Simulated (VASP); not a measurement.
Ga: single point with PBE

The system is Ga.

```
Ga
1.0
     1.40313   -4.03341    0.01322
     1.36287    4.01959   -0.02705
    -0.13410   -0.01606    3.33052
Ga
2
Direct
  0.86900 0.13100 0.25000
  0.13100 0.86900 0.75000
```

This cell differs from its parent crystal: equal xy, yz and zx shear strains of -1 %.

- Program: VASP 6.6.1
- Task: single point
- Functional: PBE
- Potentials or basis: VASP PAW PBE potentials, release 64 (Ga_d)
- Cutoff: 520 eV
- k mesh: 14 × 14 × 11
- Occupations: fermi-dirac, width 0.03 eV
- Spin: no spin polarisation
- Dipole correction: no
- Further INCAR settings: ALGO = Normal; EDIFF = 1e-06; NBANDS = 20

| Property | Result |
| --- | --- |
| Pressure | 1.9 GPa |
| Largest force | 0.184 eV/Å |
| Band gap on the k mesh | zero (bands 13 and 14 overlap by 7.97 eV) |

Forces on the atoms (eV/Å):
```
Ga  -0.006  0.184  0.006
Ga   0.006 -0.184 -0.006
```

Stress tensor (GPa, compression positive):
```
1.88 0.36 0.14
0.36 2.23 0.54
0.14 0.54 1.67
```

Levels at points of the mesh, in eV from the Fermi level:
```csv
k point,band 11,band 12,band 13,band 14,band 15,band 16
"(0.00, 0.00, 0.00)",-11.23,-2.10,-1.63,1.63,5.43,9.70
"(0.50, 0.00, 0.00)",-6.10,-5.03,-1.26,0.12,5.64,6.56
"(0.00, 0.50, 0.00)",-6.01,-5.01,-1.43,-0.10,5.72,6.78
"(0.50, 0.50, 0.00)",-9.11,-8.60,3.99,4.57,5.82,6.05
```

Run time: 5.2 min on 1 thread of Intel(R) Xeon(R) Platinum 8488C (Sapphire Rapids), on a shared host, peak memory 0.68 GiB.

Caveat: the cell differs from its parent crystal (equal xy, yz and zx shear strains of -1 %).
